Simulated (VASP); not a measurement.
Crystal: Sr3HfBi.

```
CELL_PARAMETERS angstrom
6.43071 -2.13484 -0.00133
0.55193 -2.14918 7.09109
0.06483 -8.33034 0.06936
ATOMIC_POSITIONS crystal
Sr 0.97445 0.94901 0.53640
Sr 0.95460 0.91028 0.00944
Sr 0.37740 0.16238 0.59060
Sr 0.36872 0.16540 0.10762
Sr 0.80835 0.47245 0.68263
Sr 0.82502 0.47147 0.20063
Hf 0.31633 0.62989 0.74423
Hf 0.28785 0.65426 0.27848
Bi 0.52912 0.79448 0.92397
Bi 0.55818 0.79036 0.42600
```

* Program: VASP 6.6.1
* Task: relaxation of cell and atoms
* Functional: PBE
* Potentials or basis: VASP PAW PBE potentials, release 64 (Sr_sv, Hf_pv, Bi_d)
* Cutoff: 500 eV
* k mesh: 4 × 4 × 4
* Occupations: gaussian, width 0.2 eV
* Spin: no spin polarisation

At the start: pressure 2.3 GPa; volume 37.80 Å³/atom.

**Question.** How do energy, volume and symmetry change on relaxing?

**Answer.** Over 33 steps the energy falls by 128.0 meV/atom and the volume is 39.58 Å³/atom (+4.7 %); space group P1 (No. 1, to 0.1 Å) before and after.

The path:
| step | energy change (eV) | largest force (eV/Å) | pressure (GPa) | volume (Å³) |
| --- | --- | --- | --- | --- |
| 1 | 0.0000 | 2.4340 | 2.32 | 378.02 |
| 2 | -0.6005 | 0.6285 | -0.95 | 408.66 |
| 3 | -0.6015 | 0.6452 | -0.82 | 406.99 |
| 4 | -0.7685 | 0.5463 | -0.42 | 399.20 |
| 5 | -0.9207 | 0.5026 | 0.66 | 382.98 |
| 6 | -1.0205 | 0.3864 | -0.02 | 388.81 |
| 7 | -1.0317 | 0.4192 | -0.30 | 391.59 |
| 8 | -1.0744 | 0.2813 | 0.04 | 387.57 |
| 9 | -1.0852 | 0.1784 | 0.33 | 384.36 |
| 10 | -1.1078 | 0.2473 | -0.03 | 389.85 |
| 11 | -1.1110 | 0.2810 | -0.21 | 392.74 |
| 12 | -1.1369 | 0.2556 | -0.09 | 392.14 |
| 13 | -1.1690 | 0.4763 | 0.29 | 390.51 |
| 14 | -1.1851 | 0.3797 | 0.18 | 391.98 |
| 15 | -1.2119 | 0.2161 | -0.10 | 396.41 |
| 16 | -1.2134 | 0.2295 | -0.18 | 397.76 |
| 17 | -1.2241 | 0.2095 | -0.07 | 396.41 |
| 18 | -1.2345 | 0.1736 | 0.24 | 392.94 |
| 19 | -1.2456 | 0.1362 | 0.08 | 395.04 |
| 20 | -1.2508 | 0.1722 | -0.12 | 397.75 |
| 21 | -1.2601 | 0.1264 | -0.03 | 396.49 |
| 22 | -1.2652 | 0.1134 | 0.13 | 394.50 |
| 23 | -1.2698 | 0.0733 | -0.06 | 396.77 |
| 24 | -1.2699 | 0.0739 | -0.09 | 397.16 |
| 25 | -1.2736 | 0.0652 | 0.00 | 395.90 |
| 26 | -1.2743 | 0.0713 | 0.07 | 395.00 |
| 27 | -1.2769 | 0.0524 | -0.01 | 396.09 |
| 28 | -1.2777 | 0.0414 | -0.08 | 397.11 |
| 29 | -1.2785 | 0.0509 | 0.09 | 395.11 |
| 30 | -1.2788 | 0.0385 | 0.03 | 395.82 |
| 31 | -1.2795 | 0.0292 | 0.00 | 396.20 |
| 32 | -1.2798 | 0.0297 | -0.03 | 396.61 |
| 33 | -1.2802 | 0.0208 | 0.03 | 395.82 |

Final structure:
```yaml
crystal:
  lattice:
    - [6.67365, -2.08821, 0.04965]
    - [0.63722, -2.08163, 7.15221]
    - [0.00418, -8.29953, 0.00006]
  atoms:
    - { symbol: Sr, position: [0.94464, 0.95739, 0.52806] }
    - { symbol: Sr, position: [0.96593, 0.92794, 0.02100] }
    - { symbol: Sr, position: [0.38448, 0.17031, 0.61781] }
    - { symbol: Sr, position: [0.39037, 0.21207, 0.09916] }
    - { symbol: Sr, position: [0.83548, 0.46598, 0.67245] }
    - { symbol: Sr, position: [0.82474, 0.44960, 0.18337] }
    - { symbol: Hf, position: [0.29501, 0.62849, 0.70819] }
    - { symbol: Hf, position: [0.29257, 0.62586, 0.33123] }
    - { symbol: Bi, position: [0.47882, 0.73760, 0.94765] }
    - { symbol: Bi, position: [0.58796, 0.82477, 0.39108] }
```
